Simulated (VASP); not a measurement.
A run of VASP 6.6.1 is set up as follows.

The input INCAR:

```
  PREC = Accurate
  ENCUT = 600
  EDIFF = 1E-6
  ISMEAR = -1
  SIGMA = 0.05
  LREAL = F
  LASPH = T
  NELM = 60
  ALGO = Normal
  ISIF = 3
  LWAVE = F
  LCHARG = F
  GGA = RE
  IBRION = 2
  NSW = 60
  EDIFFG = -0.01
```

File KPOINTS:

```
Automatic mesh
0
Gamma
  10 10 9
```

The input POSCAR:

```
TaN
1.0
    2.9380011100      0.0000000000      0.0000000000
   -1.4690005500      2.5443836000      0.0000000000
    0.0000000000      0.0000000000      2.8830022100
Ta N
1 1
Direct
    0.3333333333      0.6666666667      0.5000000000
    0.0000000000      0.0000000000      0.0000000000
```

Potentials or basis: VASP PAW PBE potentials, release 64 (Ta_pv, N).

Run with:

```console
$ cat potpaw_PBE.64/Ta_pv/POTCAR potpaw_PBE.64/N/POTCAR > POTCAR
$ mpirun -np 1 vasp_std > vasp.out
```

Estimate the space group after relaxing (to 0.05 Å).

P-6m2 (No. 187).

Estimate the band gap on the k mesh.

zero (band 8 reaches 8.30 eV, above the bottom of band 9 at 8.01 eV).

Predict the relaxed cell.

a = 2.962 Å, b = 2.962 Å, c = 2.910 Å, α = 90.00°, β = 90.00°, γ = 120.00°.

The path:
| step | energy change (eV) | largest force (eV/Å) | pressure (GPa) | volume (Å³) |
| --- | --- | --- | --- | --- |
| 1 | 0.0000 | 0.0000 | 8.75 | 21.55 |
| 2 | 0.0615 | 0.0000 | -17.07 | 23.44 |
| 3 | -0.0147 | 0.0000 | -0.17 | 22.11 |
| 4 | -0.0147 | 0.0000 | 0.00 | 22.10 |
| 5 | -0.0147 | 0.0000 | 0.16 | 22.09 |
| 6 | -0.0147 | 0.0000 | 0.14 | 22.09 |
| 7 | -0.0147 | 0.0000 | 0.16 | 22.09 |
| 8 | -0.0147 | 0.0000 | -0.06 | 22.10 |

Caveat: the PAW data sets were made with another functional, which shifts forces and pressure a little; spin-orbit coupling is left out, which moves the levels of the heavy elements. revPBE gives volumes clearly too large for solids.
